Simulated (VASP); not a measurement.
**Ru: single point with PBE**

The system is Ru.

```
CELL_PARAMETERS angstrom
0.00000 2.74631 2.74631
2.74631 0.00000 2.74631
2.74631 2.74631 0.00000
ATOMIC_POSITIONS crystal
Ru 0.00000 0.00000 0.00000
Ru 0.25000 0.25000 0.25000
```

```
Program                : VASP 6.6.1
Task                   : single point
Functional             : PBE
Potentials or basis    : VASP PAW PBE potentials, release 64 (Ru_pv)
Cutoff                 : 520 eV
k mesh                 : 17 × 17 × 17
Occupations            : fermi-dirac, width 0.0612256 eV
Spin                   : no spin polarisation
Dipole correction      : no
Further INCAR settings : ALGO = Normal; EDIFF = 1e-06; NBANDS = 21
```

```json
{
  "Pressure": "-3.0 GPa",
  "Band gap on the k mesh": "zero (band 14 reaches 7.22 eV, above the bottom of band 15 at 6.27 eV)"
}
```

Levels at points of the mesh, in eV from the Fermi level:
```csv
k point,band 12,band 13,band 14,band 15,band 16,band 17
"(0.00, 0.00, 0.00)",-3.11,-0.45,-0.45,-0.45,1.78,1.78
```

Run time: 100 s on 1 thread of Intel(R) Xeon(R) Platinum 8375C CPU @ 2.90GHz (Ice Lake) (shared host), peak memory 0.24 GiB.
